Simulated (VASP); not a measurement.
A run of VASP 6.6.1:

Contents of INCAR:

```
SYSTEM = CsAl3
PREC     = Accurate       ! precision mode
ENCUT    = 520            ! plane-wave cutoff, eV
EDIFF    = 1E-6           ! SCF threshold, eV
ISMEAR   = 0              ! smearing method
SIGMA    = 0.1            ! smearing width, eV
LREAL    = .FALSE.        ! projectors in reciprocal space
LASPH    = .TRUE.         ! aspherical terms in the spheres
NELM     = 60             ! most SCF steps
ALGO     = Normal         ! electronic algorithm
ISIF     = 2              ! what is computed and relaxed
LWAVE    = .FALSE.        ! write WAVECAR
LCHARG   = .FALSE.        ! write CHGCAR
GGA      = PE             ! functional
NBANDS   = 17             ! bands
```

KPOINTS

```
Automatic mesh
0
G
  4 4 4
  0 0 0
```

Contents of POSCAR:

```
CsAl3
1.0
    4.7903207284      0.0000000000      0.0000000000
    0.0000000000      4.7903207284      0.0000000000
    0.0000000000      0.0000000000      4.7903207284
Cs Al
1 3
Direct
    0.0000000000      0.0000000000      0.0000000000
    0.0000000000      0.5000000000      0.5000000000
    0.5000000000      0.0000000000      0.5000000000
    0.5000000000      0.5000000000      0.0000000000
```

Potentials or basis: VASP PAW PBE potentials, release 64 (Cs_sv, Al).

Launch:

```console
$ cat potpaw_PBE.64/Cs_sv/POTCAR potpaw_PBE.64/Al/POTCAR > POTCAR
$ mpirun -np 1 vasp_std > vasp.out
```

Hardware: 1 thread of Intel Xeon 8259CL, with other jobs on the host.

Q: How long does it take, and how much memory?

A: Wall time 31 s on 1 thread of Intel Xeon 8259CL, with other jobs on the host, peak memory 0.2 GiB. Counts: scf iterations 13, k points 10.
